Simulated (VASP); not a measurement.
# BN (P6_3mc) in VASP: single point with r2SCAN

Aim: the single point of BN with r2SCAN.

Program: VASP 6.6.1. These are calculated values, not measurements. Logs are shortened: lines on timing, memory, paths and dates and some standing lists are left out, and cuts for length are marked.

## 1. The cell of the first run

It takes space group P6_3mc (No. 186, hexagonal). The conventional cell has a = 2.503 Å, b = 2.503 Å, c = 4.347 Å, α = 90.00°, β = 90.00°, γ = 120.00°. B (site symmetry 3m) has 4 N at 1.54 to 1.63 Å within 2.1 Å. N (site symmetry 3m) has 4 B at 1.54 to 1.63 Å within 2.1 Å.

## 2. Single point, r2SCAN

Contents of POSCAR:

```
BN
1.0
    2.5029276287      0.0000000000      0.0000000000
   -1.2514638144      2.1675989103      0.0000000000
    0.0000000000      0.0000000000      4.3468595186
B N
2 2
Direct
    0.6666666667      0.3333333333      0.9997995909
    0.3333333333      0.6666666667      0.4997995909
    0.6666666667      0.3333333333      0.6252004091
    0.3333333333      0.6666666667      0.1252004091
```

Contents of INCAR.step1:

```
ALGO = Normal
EDIFF = 1E-5
ENCUT = 1460
GGA = PE
GGA_COMPAT = False
ISMEAR = 0
LASPH = True
LCHARG = False
LREAL = False
LWAVE = True
NBANDS = 16
NELM = 120
PREC = Accurate
SIGMA = 0.05
```

Contents of INCAR.step2:

```
ALGO = Normal
EDIFF = 1E-6
ENCUT = 1460
GGA_COMPAT = False
ISIF = 2
ISMEAR = 0
ISTART = 1
LASPH = True
LCHARG = False
LMIXTAU = True
LREAL = False
LWAVE = False
METAGGA = R2SCAN
NBANDS = 16
NELM = 120
PREC = Accurate
SIGMA = 0.05
```

Contents of KPOINTS:

```
k-points
0
Gamma
  12 12 6
```

Potentials or basis: VASP PAW PBE potentials, release 64 (B_h, N_h).

The run is started by

```sh
> cat potpaw_PBE.64/B_h/POTCAR potpaw_PBE.64/N_h/POTCAR > POTCAR
> cp INCAR.step1 INCAR
> mpirun -np 1 vasp_std > vasp.out
> cp INCAR.step2 INCAR
> mpirun -np 1 vasp_std > vasp.out
```

OUTCAR:

```text
EDIFF = 1E-6
   ENCUT = 1460
   ISIF = 2
   ISMEAR = 0
   ISTART = 1
   LASPH = True
   LREAL = False
   METAGGA = R2SCAN
   NELM = 120
   PREC = Accurate

 ion  position               nearest neighbor table
   1  0.667  0.333  1.000-
   2  0.333  0.667  0.500-
   3  0.667  0.333  0.625-
   4  0.333  0.667  0.125-

  LATTYP: Found a hexagonal cell.
 ALAT       =     2.5029276287
 C/A-ratio  =     1.7367100306

  Lattice vectors:

 A1 = (   2.5029276287,   0.0000000000,   0.0000000000)
 A2 = (  -1.2514638144,   2.1675989103,   0.0000000000)
 A3 = (   0.0000000000,   0.0000000000,   4.3468595186)

Analysis of symmetry for initial positions (statically):
=====================================================================
 Subroutine PRICEL returns:
 Original cell was already a primitive cell.

 Routine SETGRP: Setting up the symmetry group for a
 hexagonal supercell.

 Subroutine GETGRP returns: Found 12 space group operations
 (whereof  6 operations were pure point group operations)
 out of a pool of 24 trial point group operations.

The static configuration has the point symmetry C_3v.
 The point group associated with its full space group is C_6v.

Analysis of symmetry for dynamics (positions and initial velocities):
=====================================================================
 Subroutine PRICEL returns:
 Original cell was already a primitive cell.

 Routine SETGRP: Setting up the symmetry group for a
 hexagonal supercell.

 Subroutine GETGRP returns: Found 12 space group operations
 (whereof  6 operations were pure point group operations)
 out of a pool of 24 trial point group operations.

The dynamic configuration has the point symmetry C_3v.
 The point group associated with its full space group is C_6v.

 Subroutine INISYM returns: Found 12 space group operations
 (whereof  6 operations are pure point group operations),
 and found     1 'primitive' translations

----------------------------------------------------------------------------------------

                                     Primitive cell

  volume of cell :      23.5832

  direct lattice vectors                    reciprocal lattice vectors
     2.502927629  0.000000000  0.000000000     0.399532127  0.230669981  0.000000000
    -1.251463814  2.167598910  0.000000000     0.000000000  0.461339963  0.000000000
     0.000000000  0.000000000  4.346859519     0.000000000  0.000000000  0.230051143

  length of vectors
     2.502927629  2.502927629  4.346859519     0.461339963  0.461339963  0.230051143

  position of ions in fractional coordinates (direct lattice)
     0.666666667  0.333333333  0.999799591
     0.333333333  0.666666667  0.499799591
     0.666666667  0.333333333  0.625200409
     0.333333333  0.666666667  0.125200409

  ion indices of the primitive-cell ions
   primitive index   ion index
                 1           1
                 2           2
                 3           3
                 4           4

----------------------------------------------------------------------------------------

 KPOINTS: k-points

Automatic generation of k-mesh.
 Grid dimensions read from file:
 generate k-points for:   12   12    6

 Generating k-lattice:

  Cartesian coordinates                     Fractional coordinates (reciprocal lattice)
     0.033294344  0.019222498  0.000000000     0.083333333  0.000000000  0.000000000
     0.000000000  0.038444997  0.000000000     0.000000000  0.083333333  0.000000000
     0.000000000  0.000000000  0.038341857     0.000000000  0.000000000  0.166666667

  Length of vectors
     0.038444997  0.038444997  0.038341857

  Shift w.r.t. Gamma in fractional coordinates (k-lattice)
     0.000000000  0.000000000  0.000000000

 Subroutine IBZKPT returns following result:
 ===========================================

 Found     76 irreducible k-points:

 Following reciprocal coordinates:
            Coordinates               Weight
  0.000000  0.000000  0.000000      1.000000
  0.083333  0.000000  0.000000      6.000000
  0.166667  0.000000  0.000000      6.000000
  0.250000  0.000000  0.000000      6.000000
  0.333333  0.000000  0.000000      6.000000
  0.416667  0.000000  0.000000      6.000000
[... 16 lines left out ...]
  0.250000  0.000000  0.166667     12.000000
  0.333333  0.000000  0.166667     12.000000
 [... further k-points ...]
   k-points           NKPTS =     76   k-points in BZ     NKDIM =     76   number of bands    NBANDS=     16
   number of dos      NEDOS =    301   number of ions     NIONS =      4
   total plane-waves  NPLWV =  55296
   dimension x,y,z NGX =    32 NGY =   32 NGZ =   54
   dimension x,y,z NGXF=    64 NGYF=   64 NGZF=  108
   ions per type =               2   2
   NGX,Y,Z   is equivalent  to a cutoff of  21.25, 21.25, 20.65 a.u.
   NGXF,Y,Z  is equivalent  to a cutoff of  42.51, 42.51, 41.30 a.u.
 SYSTEM =  unknown system
   PREC   = accura    normal or accurate (medium, high low for compatibility)
   ISTART =      1    job   : 0-new  1-cont  2-samecut
   ICHARG =      0    charge: 1-file 2-atom 10-const
   ISPIN  =      1    spin polarized calculation?
   LNONCOLLINEAR =      F non collinear calculations
   LSORBIT =      F    spin-orbit coupling
   LASPH  =      T    aspherical Exc in radial PAW
   ENCUT  = 1460.0 eV 107.31 Ry   10.36 a.u.   7.80  7.80 13.54*2*pi/ulx,y,z
   NELM   =    120;   NELMIN=  2; NELMDL=  0     # of ELM steps
   EDIFF  = 0.1E-05   stopping-criterion for ELM
   LREAL  =      F    real-space projection
   EDIFFG = 0.1E-04   stopping-criterion for IOM
   NSW    =      0    number of steps for IOM
   IBRION =     -1    ionic relax: 0-MD 1-quasi-New 2-CG
   NFREE  =      0    steps in history (QN), initial steepest desc. (CG)
   ISIF   =      2    stress and relaxation
   ISYM   =      2    0-nonsym 1-usesym 2-fastsym
   POTIM  = 0.5000    time-step for ionic-motion
   TEBEG  =    0.0;   TEEND  =   0.0 temperature during run
   PSTRESS=    0.0 pullay stress
   NELECT =      16.0000    total number of electrons
   NUPDOWN=      -1.0000    fix difference up-down
   EMIN   =  10.00;   EMAX   =-10.00  energy-range for DOS
   EFERMI =   0.00;   METHOD = LEGACY
   ISMEAR =     0;   SIGMA  =   0.05  broadening in eV -4-tet -1-fermi 0-gaus
   EFERMI_NEDOS =   21; number of points for ismear=-14 and -15
   IALGO  =     38    algorithm
   IMIX   =      4    mixing-type and parameters
     AMIX     =   0.40;   BMIX     =  1.00
     AMIX_MAG =   1.60;   BMIX_MAG =  1.00
  volume/ion in A,a.u.               =       5.90        39.79
  Fermi-wavevector in a.u.,A,eV,Ry     =   1.438513  2.718396 28.154815  2.069321
  Thomas-Fermi vector in A             =   2.557472
   LORBIT       =      0    0 simple, 1 ext, 2 COOP (PROOUT), +10 PAW based schemes
   METAGGA = R2SCAN    functional components
   LHFCALC =     F    Hartree Fock is set to
   AEXX    =    0.0000 exact exchange contribution
   IVDW    =     0    specifies the selected vdW correction
   LEPSILON=     F    determine dielectric tensor
   LRPA    =     F    only Hartree local field effects (RPA)
 non-spin polarized calculation
 Gauss-broadening in eV      SIGMA  =   0.05
  energy-cutoff  :     1460.00
  volume of cell :       23.58
 maximum number of plane-waves:      3012
 NGX is ok and might be reduce to    32
   NGX = 15   NGY = 15   NGZ = 27

 number of electron      16.0000000 magnetization

 Free energy of the ion-electron system (eV)
  ---------------------------------------------------
  ext. energy  EPLUGINS =         0.00000000
  ---------------------------------------------------
  free energy    TOTEN  =       -38.21525610 eV

  energy without entropy =      -38.21525610  energy(sigma->0) =      -38.21525610

 E-fermi :   9.4457     XC(G=0): -13.7577

 val. band max:        9.1711307129   @ k =   0.0000   0.0000   0.0000
 cond. band min:      14.7170230183   @ k =   0.3333   0.3333   0.0000
 fundamental gap:      5.5458923053
 Fermi energy:         9.4456763047

 k-point     1 :       0.0000    0.0000    0.0000
  band No.  band energies     occupation
      1     -12.3844      2.00000
      2      -8.5872      2.00000
      3      -2.2949      2.00000
      4       7.3187      2.00000
      5       7.3187      2.00000
      6       8.6528      2.00000
[... 8 lines left out ...]
     15      21.9875      0.00000
     16      25.9276      0.00000

 k-point     2 :       0.0833    0.0000    0.0000
  band No.  band energies     occupation
      1     -12.2218      2.00000
      2      -8.4562      2.00000
      3      -2.1310      2.00000
      4       6.5715      2.00000
      5       7.0150      2.00000
      6       8.4884      2.00000
[... 8 lines left out ...]
     15      22.4695      0.00000
     16      25.6883      0.00000

 k-point     3 :       0.1667    0.0000    0.0000
  band No.  band energies     occupation
      1     -11.7393      2.00000
      2      -8.0781      2.00000
      3      -1.6457      2.00000
      4       4.7659      2.00000
      5       6.3009      2.00000
      6       6.9726      2.00000
[... 8 lines left out ...]
     15      23.7185      0.00000
     16      25.1129      0.00000

 k-point     4 :       0.2500    0.0000    0.0000
  band No.  band energies     occupation
      1     -10.9564      2.00000
      2      -7.5104      2.00000
      3      -0.8625      2.00000
      4       2.6064      2.00000
      5       5.0213      2.00000
      6       5.4997      2.00000
[... 8 lines left out ...]
     15      25.3185      0.00000
     16      25.6202      0.00000

 k-point     5 :       0.3333    0.0000    0.0000
  band No.  band energies     occupation
      1      -9.9209      2.00000
      2      -6.9084      2.00000
      3       0.1575      2.00000
      4       0.6280      2.00000
      5       3.0719      2.00000
      6       4.8243      2.00000
[... 8 lines left out ...]
     15      25.9386      0.00000
     16      26.8368      0.00000

 k-point     6 :       0.4167    0.0000    0.0000
  band No.  band energies     occupation
      1      -8.7627      2.00000
      2      -6.6306      2.00000
      3      -0.6499      2.00000
      4       1.0700      2.00000
      5       1.6480      2.00000
      6       4.3853      2.00000
[... 8 lines left out ...]
     15      26.3729      0.00000
     16      27.8993      0.00000
[... 267 lines left out ...]
 k-point    21 :       0.0833    0.0000    0.1667
  band No.  band energies     occupation
      1     -12.0633      2.00000
      2      -8.9237      2.00000
      3      -1.3659      2.00000
      4       6.6815      2.00000
      5       7.1249      2.00000
      6       7.4947      2.00000
[... 8 lines left out ...]
     15      22.1869      0.00000
     16      25.3332      0.00000

 k-point    22 :       0.1667    0.0000    0.1667
  band No.  band energies     occupation
      1     -11.5832      2.00000
      2      -8.5233      2.00000
      3      -0.9223      2.00000
      4       4.8934      2.00000
      5       6.4199      2.00000
      6       6.5841      2.00000
[... 8 lines left out ...]
     15      23.4601      0.00000
     16      25.0367      0.00000

 k-point    23 :       0.2500    0.0000    0.1667
  band No.  band energies     occupation
      1     -10.8054      2.00000
      2      -7.9107      2.00000
      3      -0.2503      2.00000
      4       2.7887      2.00000
      5       4.6665      2.00000
      6       5.6259      2.00000
[... 8 lines left out ...]
     15      24.9868      0.00000
     16      25.6770      0.00000

 k-point    24 :       0.3333    0.0000    0.1667
  band No.  band energies     occupation
      1      -9.7801      2.00000
      2      -7.2229      2.00000
      3       0.0810      2.00000
      4       1.3657      2.00000
      5       2.7142      2.00000
      6       4.9551      2.00000
[... 8 lines left out ...]
     15      26.4331      0.00000
     16      26.5630      0.00000

 [... further k-points ...]
[... 5 lines left out ...]
  --------------------------------------------------------------------------------------
  -------------------------------------------------------------------------------------
  Total        2.4231519      2.4231519     -4.5761549     -0.0000000      0.0000000      0.0000000
  in kB      164.6222011    164.6222011   -310.8912324     -0.0000000      0.0000000      0.0000000
  external PRESSURE =       6.1177232 kB  Pullay stress =       0.0000000 kB

 VOLUME and BASIS-vectors are now :
 -----------------------------------------------------------------------------
  energy-cutoff  :     1460.00
  volume of cell :       23.58
      direct lattice vectors                 reciprocal lattice vectors
     2.502927629  0.000000000  0.000000000     0.399532127  0.230669981  0.000000000
    -1.251463814  2.167598910  0.000000000     0.000000000  0.461339963  0.000000000
     0.000000000  0.000000000  4.346859519     0.000000000  0.000000000  0.230051143

 POSITION                                       TOTAL-FORCE (eV/Angst)
 -----------------------------------------------------------------------------------
      1.25146      0.72253      4.34599         0.000000     -0.000000      0.122916
     -0.00000      1.44507      2.17256        -0.000000      0.000000      0.122916
      1.25146      0.72253      2.71766        -0.000000      0.000000     -0.122916
     -0.00000      1.44507      0.54423         0.000000     -0.000000     -0.122916
 -----------------------------------------------------------------------------------
    total drift:                                0.000000      0.000000     -0.004832

  FREE ENERGIE OF THE ION-ELECTRON SYSTEM (eV)
  ---------------------------------------------------
  free  energy   TOTEN  =       -38.2152561030 eV

  energy  without entropy=      -38.2152561030  energy(sigma->0) =      -38.21525610
```

Run time: 7 min. Hardware: 1 thread of Intel Xeon Platinum 8259CL at 2.50GHz (Skylake/Cascade Lake), shared host; peak memory 0.3 GiB.

Results:

| Item | Value |
| --- | --- |
| Free energy | -38.2153 eV |
| Pressure | 0.6 GPa |
| Largest force | 0.123 eV/Å |
| Band gap on the k mesh | 5.55 eV (least direct gap 7.64 eV) |

Forces on the atoms (eV/Å):
```
B    0.000  0.000  0.123
B    0.000  0.000  0.123
N    0.000  0.000 -0.123
N    0.000  0.000 -0.123
```

Stress tensor (GPa, compression positive):
```
 16.46   0.00   0.00
  0.00  16.46   0.00
  0.00   0.00 -31.09
```

Levels at points of the mesh, in eV from the valence-band top:
| k point | band 5 | band 6 | band 7 | band 8 | band 9 | band 10 | band 11 | band 12 |
| --- | --- | --- | --- | --- | --- | --- | --- | --- |
| (0.00, 0.00, 0.00) | -1.85 | -0.52 | 0.00 | 0.00 | 7.64 | 9.54 | 9.54 | 11.21 |
| (0.50, 0.00, 0.00) | -7.12 | -4.94 | -4.45 | -2.40 | 7.77 | 8.22 | 11.71 | 12.15 |
| (0.00, 0.00, 0.50) | -1.01 | -1.01 | -1.01 | -1.01 | 10.85 | 10.85 | 11.00 | 11.00 |
| (0.50, 0.00, 0.50) | -3.97 | -3.97 | -3.84 | -3.84 | 6.93 | 6.93 | 10.54 | 10.54 |

Caveat: the stress differs along the axes, from -31 to 16 GPa; the PAW data sets were made with another functional, which shifts forces and pressure a little.
